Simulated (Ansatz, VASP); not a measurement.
# Co3AuC in VASP and in Ansatz

```xyz
5
Lattice="3.8417 0.0000 0.0000 0.0000 3.8417 0.0000 0.0000 0.0000 3.8417" Properties=species:S:1:pos:R:3 pbc="T T T"
Au    0.0000    0.0000    0.0000
C     1.9208    1.9208    1.9208
Co    1.9208    1.9208    0.0000
Co    1.9208    0.0000    1.9208
Co    0.0000    1.9208    1.9208
```

Alike in both runs: task single point; functional PBE; k mesh 10 × 10 × 10; occupations gaussian, width 0.1 eV; collinear spin.

|  | VASP | Ansatz |
| --- | --- | --- |
| version | VASP 6.6.1 | Ansatz 0.2.0 |
| potentials or method | VASP PAW PBE potentials, release 64 (Au, C, Co), cutoff 520 eV | scalar-relativistic, plane waves, PAW |
| valence electrons in the cell | 42 | 74 |

Ansatz gave:

```
gap on the k mesh at the Fermi level (eV)                     : none
pressure (GPa)                                                : 0.0
net moment per atom (μB)                                      : 0.83
size of the moment on the site where the two differ most (μB) : 1.31
```

Question: What did VASP give for the same quantities?

Answer: gap on the k mesh at the Fermi level (eV): none; pressure (GPa): -0.3; net moment per atom (μB): 0.82; size of the moment on the site where the two differ most (μB): 1.36.

Site moments also hang on the region over which each program counts them. A gap of «none» marks a metal or a gap that the smearing closes. VASP's potentials hold 42 valence electrons a cell and Ansatz's 74, so a difference there can come from the potentials and not from the codes.

Spin-orbit coupling is off throughout.
